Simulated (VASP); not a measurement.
Here is a VASP 6.6.1 calculation.

File INCAR:

```
ALGO = Normal
EDIFF = 1E-6
ENCUT = 520
GGA = PE
ISIF = 2
ISMEAR = -1
LASPH = T
LCHARG = F
LREAL = F
LWAVE = F
NBANDS = 15
NELM = 60
PREC = Accurate
SIGMA = 0.02
```

The input KPOINTS:

```
k-points
0
Gamma
  7 7 7
```

The input POSCAR:

```
CaSe
1.0
    0.0000000000      2.9058886243      2.9058886243
    2.9058886243      0.0000000000      2.9058886243
    2.9058886243      2.9058886243      0.0000000000
Ca Se
1 1
Direct
    0.0000000000      0.0000000000      0.0000000000
    0.5000000000      0.5000000000      0.5000000000
```

Potentials or basis: VASP PAW PBE potentials, release 64 (Ca_sv, Se).

Command:

```bash
$ cat potpaw_PBE.64/Ca_sv/POTCAR potpaw_PBE.64/Se/POTCAR > POTCAR
$ mpirun -np 1 vasp_std > vasp.out
```

Problem. Predict the pressure.

Solution. 4.4 GPa.

Problem. Predict the band gap on the k mesh.

Solution. 1.95 eV, indirect (least direct gap 2.91 eV).

 A k mesh can miss the band edges.
